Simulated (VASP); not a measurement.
# N (P6_3/mmc) in VASP: single point with r2SCAN

Aim: the single point of N with r2SCAN.

Everything below comes from runs of VASP 6.6.1. Logs are shortened: lines on timing, memory, paths and dates and some standing lists are left out, and cuts for length are marked.

### Step 1. The cell of the first run

It takes space group P6_3/mmc (No. 194, hexagonal). Conventional cell: a = 2.564 Å, b = 2.564 Å, c = 2.441 Å, α = 90.00°, β = 90.00°, γ = 120.00°. N (site symmetry -6m2) has 14 N at 1.92 to 2.56 Å within 2.6 Å.

### Step 2. Single point, r2SCAN

POSCAR reads:

```
N
1.0
    2.5641627292      0.0000000000      0.0000000000
   -1.2820813646      2.2206300629      0.0000000000
    0.0000000000      0.0000000000      2.4406973231
N
2
Direct
    0.6666666667      0.3333333333      0.2500000000
    0.3333333333      0.6666666667      0.7500000000
```

INCAR.step1 reads:

```
SYSTEM = N
ALGO = Normal
EDIFF = 1E-4
ENCUT = 520
GGA = PE
ISMEAR = 0
LASPH = .TRUE.
LCHARG = .FALSE.
LREAL = .FALSE.
LWAVE = .TRUE.
NBANDS = 12
NELM = 60
PREC = Accurate
SIGMA = 0.1
```

INCAR.step2 reads:

```
SYSTEM = N
ALGO = Normal
EDIFF = 1E-7
ENCUT = 520
ISIF = 2
ISMEAR = 0
ISTART = 1
LASPH = .TRUE.
LCHARG = .FALSE.
LMIXTAU = .TRUE.
LREAL = .FALSE.
LWAVE = .FALSE.
METAGGA = R2SCAN
NBANDS = 12
NELM = 60
PREC = Accurate
SIGMA = 0.1
```

KPOINTS reads:

```
k-points
0
G
  24 24 22
  0 0 0
```

Potentials or basis: VASP PAW PBE potentials, release 64 (N).

The run is started by

```sh
$ cat potpaw_PBE.64/N/POTCAR > POTCAR
$ cp INCAR.step1 INCAR
$ mpirun -np 1 vasp_std > vasp.out
$ cp INCAR.step2 INCAR
$ mpirun -np 1 vasp_std > vasp.out
```

OUTCAR:

```text
SYSTEM = N
   EDIFF = 1E-7
   ENCUT = 520
   ISIF = 2
   ISMEAR = 0
   ISTART = 1
   LASPH = .TRUE.
   LREAL = .FALSE.
   METAGGA = R2SCAN
   NELM = 60
   PREC = Accurate

 ion  position               nearest neighbor table
   1  0.667  0.333  0.250-
   2  0.333  0.667  0.750-

  LATTYP: Found a hexagonal cell.
 ALAT       =     2.5641627292
 C/A-ratio  =     0.9518496214

  Lattice vectors:

 A1 = (   2.5641627292,   0.0000000000,   0.0000000000)
 A2 = (  -1.2820813646,   2.2206300629,   0.0000000000)
 A3 = (   0.0000000000,   0.0000000000,   2.4406973231)

Analysis of symmetry for initial positions (statically):
=====================================================================
 Subroutine PRICEL returns:
 Original cell was already a primitive cell.

 Routine SETGRP: Setting up the symmetry group for a
 hexagonal supercell.

 Subroutine GETGRP returns: Found 24 space group operations
 (whereof 12 operations were pure point group operations)
 out of a pool of 24 trial point group operations.

The static configuration has the point symmetry D_3d.
 The point group associated with its full space group is D_6h.

Analysis of symmetry for dynamics (positions and initial velocities):
=====================================================================
 Subroutine PRICEL returns:
 Original cell was already a primitive cell.

 Routine SETGRP: Setting up the symmetry group for a
 hexagonal supercell.

 Subroutine GETGRP returns: Found 24 space group operations
 (whereof 12 operations were pure point group operations)
 out of a pool of 24 trial point group operations.

The dynamic configuration has the point symmetry D_3d.
 The point group associated with its full space group is D_6h.

 Subroutine INISYM returns: Found 24 space group operations
 (whereof 12 operations are pure point group operations),
 and found     1 'primitive' translations

----------------------------------------------------------------------------------------

                                     Primitive cell

  volume of cell :      13.8975

  direct lattice vectors                    reciprocal lattice vectors
     2.564162729  0.000000000  0.000000000     0.389990849  0.225161322  0.000000000
    -1.282081365  2.220630063  0.000000000     0.000000000  0.450322643  0.000000000
     0.000000000  0.000000000  2.440697323     0.000000000  0.000000000  0.409718973

  length of vectors
     2.564162729  2.564162729  2.440697323     0.450322643  0.450322643  0.409718973

  position of ions in fractional coordinates (direct lattice)
     0.666666667  0.333333333  0.250000000
     0.333333333  0.666666667  0.750000000

  ion indices of the primitive-cell ions
   primitive index   ion index
                 1           1
                 2           2

----------------------------------------------------------------------------------------

 KPOINTS: k-points

Automatic generation of k-mesh.
 Grid dimensions read from file:
 generate k-points for:   24   24   22

 Generating k-lattice:

  Cartesian coordinates                     Fractional coordinates (reciprocal lattice)
     0.016249619  0.009381722  0.000000000     0.041666667  0.000000000  0.000000000
     0.000000000  0.018763443  0.000000000     0.000000000  0.041666667  0.000000000
     0.000000000  0.000000000  0.018623590     0.000000000  0.000000000  0.045454545

  Length of vectors
     0.018763443  0.018763443  0.018623590

  Shift w.r.t. Gamma in fractional coordinates (k-lattice)
     0.000000000  0.000000000  0.000000000

 Subroutine IBZKPT returns following result:
 ===========================================

 Found    732 irreducible k-points:

 Following reciprocal coordinates:
            Coordinates               Weight
  0.000000  0.000000  0.000000      1.000000
  0.041667  0.000000  0.000000      6.000000
  0.083333  0.000000  0.000000      6.000000
  0.125000  0.000000  0.000000      6.000000
  0.166667  0.000000  0.000000      6.000000
  0.208333  0.000000  0.000000      6.000000
[... 16 lines left out ...]
  0.416667  0.041667  0.000000     12.000000
  0.458333  0.041667  0.000000     12.000000
 [... further k-points ...]
   k-points           NKPTS =    732   k-points in BZ     NKDIM =    732   number of bands    NBANDS=     12
   number of dos      NEDOS =    301   number of ions     NIONS =      2
   total plane-waves  NPLWV =   7200
   dimension x,y,z NGX =    20 NGY =   20 NGZ =   18
   dimension x,y,z NGXF=    40 NGYF=   40 NGZF=   36
   ions per type =               2
   NGX,Y,Z   is equivalent  to a cutoff of  12.97, 12.97, 12.26 a.u.
   NGXF,Y,Z  is equivalent  to a cutoff of  25.93, 25.93, 24.52 a.u.
 SYSTEM =  N
   PREC   = accura    normal or accurate (medium, high low for compatibility)
   ISTART =      1    job   : 0-new  1-cont  2-samecut
   ICHARG =      0    charge: 1-file 2-atom 10-const
   ISPIN  =      1    spin polarized calculation?
   LNONCOLLINEAR =      F non collinear calculations
   LSORBIT =      F    spin-orbit coupling
   LASPH  =      T    aspherical Exc in radial PAW
   ENCUT  =  520.0 eV  38.22 Ry    6.18 a.u.   4.77  4.77  4.54*2*pi/ulx,y,z
   NELM   =     60;   NELMIN=  2; NELMDL=  0     # of ELM steps
   EDIFF  = 0.1E-06   stopping-criterion for ELM
   LREAL  =      F    real-space projection
   EDIFFG = 0.1E-05   stopping-criterion for IOM
   NSW    =      0    number of steps for IOM
   IBRION =     -1    ionic relax: 0-MD 1-quasi-New 2-CG
   NFREE  =      0    steps in history (QN), initial steepest desc. (CG)
   ISIF   =      2    stress and relaxation
   ISYM   =      2    0-nonsym 1-usesym 2-fastsym
   POTIM  = 0.5000    time-step for ionic-motion
   TEBEG  =    0.0;   TEEND  =   0.0 temperature during run
   PSTRESS=    0.0 pullay stress
   NELECT =      10.0000    total number of electrons
   NUPDOWN=      -1.0000    fix difference up-down
   EMIN   =  10.00;   EMAX   =-10.00  energy-range for DOS
   EFERMI =   0.00;   METHOD = LEGACY
   ISMEAR =     0;   SIGMA  =   0.10  broadening in eV -4-tet -1-fermi 0-gaus
   EFERMI_NEDOS =   21; number of points for ismear=-14 and -15
   IALGO  =     38    algorithm
   IMIX   =      4    mixing-type and parameters
     AMIX     =   0.40;   BMIX     =  1.00
     AMIX_MAG =   1.60;   BMIX_MAG =  1.00
  volume/ion in A,a.u.               =       6.95        46.89
  Fermi-wavevector in a.u.,A,eV,Ry     =   1.466998  2.772225 29.280878  2.152084
  Thomas-Fermi vector in A             =   2.582669
   LORBIT       =      0    0 simple, 1 ext, 2 COOP (PROOUT), +10 PAW based schemes
   METAGGA = R2SCAN    functional components
   LHFCALC =     F    Hartree Fock is set to
   AEXX    =    0.0000 exact exchange contribution
   IVDW    =     0    specifies the selected vdW correction
   LEPSILON=     F    determine dielectric tensor
   LRPA    =     F    only Hartree local field effects (RPA)
 non-spin polarized calculation
 Gauss-broadening in eV      SIGMA  =   0.10
  energy-cutoff  :      520.00
  volume of cell :       13.90
 maximum number of plane-waves:       399
 NGX is ok and might be reduce to    20
   NGX =  9   NGY =  9   NGZ =  9

 number of electron      10.0000001 magnetization

 Free energy of the ion-electron system (eV)
  ---------------------------------------------------
  ext. energy  EPLUGINS =         0.00000000
  ---------------------------------------------------
  free energy    TOTEN  =       -10.70113180 eV

  energy without entropy =      -10.69771124  energy(sigma->0) =      -10.69942152

 E-fermi :   6.4472     XC(G=0): -13.7906

 val. band max:        6.4462027766   @ k =   0.2500   0.0833   0.1364
 cond. band min:       6.4547904194   @ k =   0.0417   0.0000   0.4545
 fundamental gap:      0.0085876428
 Fermi energy:         6.4472327416

 k-point     1 :       0.0000    0.0000    0.0000
  band No.  band energies     occupation
      1     -16.3934      2.00000
      2      -0.1041      2.00000
      3       1.8531      2.00000
      4       3.7860      2.00000
      5       3.7860      2.00000
      6       9.2996      0.00000
      7       9.2996      0.00000
      8      12.8139      0.00000
      9      22.0962      0.00000
     10      24.9193      0.00000
     11      32.6880      0.00000
     12      32.6880      0.00000

 k-point     2 :       0.0417    0.0000    0.0000
  band No.  band energies     occupation
      1     -16.3519      2.00000
      2      -0.2484      2.00000
      3       1.8872      2.00000
      4       3.7168      2.00000
      5       3.8135      2.00000
      6       9.2824      0.00000
      7       9.3698      0.00000
      8      12.7582      0.00000
      9      22.1970      0.00000
     10      24.9019      0.00000
     11      32.7462      0.00000
     12      32.7522      0.00000

 k-point     3 :       0.0833    0.0000    0.0000
  band No.  band energies     occupation
      1     -16.2276      2.00000
      2      -0.6594      2.00000
      3       1.9891      2.00000
      4       3.5243      2.00000
      5       3.8819      2.00000
      6       9.2360      0.00000
      7       9.5651      0.00000
      8      12.5932      0.00000
      9      22.4880      0.00000
     10      24.8404      0.00000
     11      32.9339      0.00000
     12      32.9478      0.00000
[... 286 lines left out ...]
 k-point    23 :       0.4167    0.0417    0.0000
  band No.  band energies     occupation
      1     -12.3324      2.00000
      2      -8.1517      2.00000
      3       0.9803      2.00000
      4       4.2337      2.00000
      5       4.8814      2.00000
      6       8.6509      0.00000
      7       9.3641      0.00000
      8      11.6662      0.00000
      9      21.2425      0.00000
     10      30.5950      0.00000
     11      33.8517      0.00000
     12      35.3505      0.00000

 k-point    24 :       0.4583    0.0417    0.0000
  band No.  band energies     occupation
      1     -11.9302      2.00000
      2      -8.6605      2.00000
      3       0.9124      2.00000
      4       4.2243      2.00000
      5       5.1122      2.00000
      6       8.3835      0.00000
      7       9.3995      0.00000
      8      11.7162      0.00000
      9      21.0954      0.00000
     10      31.2126      0.00000
     11      33.6766      0.00000
     12      35.1003      0.00000

 [... further k-points ...]

------------------------ aborting loop because EDIFF is reached ----------------------------------------

  FORCE on cell =-STRESS in cart. coord.  units (eV):
  Direction    XX          YY          ZZ          XY          YZ          ZX
  --------------------------------------------------------------------------------------
  -------------------------------------------------------------------------------------
  Total        0.0013769      0.0013769     -0.0248083      0.0000000      0.0000000     -0.0000000
  in kB        0.1587373      0.1587373     -2.8600346      0.0000000      0.0000000     -0.0000000
  external PRESSURE =      -0.8475200 kB  Pullay stress =       0.0000000 kB

 VOLUME and BASIS-vectors are now :
 -----------------------------------------------------------------------------
  energy-cutoff  :      520.00
  volume of cell :       13.90
      direct lattice vectors                 reciprocal lattice vectors
     2.564162729  0.000000000  0.000000000     0.389990849  0.225161322  0.000000000
    -1.282081365  2.220630063  0.000000000     0.000000000  0.450322643  0.000000000
     0.000000000  0.000000000  2.440697323     0.000000000  0.000000000  0.409718973

 POSITION                                       TOTAL-FORCE (eV/Angst)
 -----------------------------------------------------------------------------------
      1.28208      0.74021      0.61017         0.000000      0.000000      0.000000
     -0.00000      1.48042      1.83052        -0.000000     -0.000000      0.000000
 -----------------------------------------------------------------------------------
    total drift:                               -0.000000      0.000000      0.000000

  FREE ENERGIE OF THE ION-ELECTRON SYSTEM (eV)
  ---------------------------------------------------
  free  energy   TOTEN  =       -10.7011317959 eV

  energy  without entropy=      -10.6977112398  energy(sigma->0) =      -10.69942152
```

Wall time 7.7 min (1 thread of Intel Xeon 8259CL, shared host); peak memory 0.2 GiB.

What came out:

```yaml
Free_energy: -10.7011 eV
Pressure: -0.1 GPa
Band_gap_on_the_k_mesh: zero (bands 5 and 6 overlap by 4.82 eV)
```

Stress tensor (GPa, compression positive):
```
 0.02  0.00  0.00
 0.00  0.02  0.00
 0.00  0.00 -0.29
```

Caveat: the PAW data sets were made with another functional, which shifts forces and pressure a little.
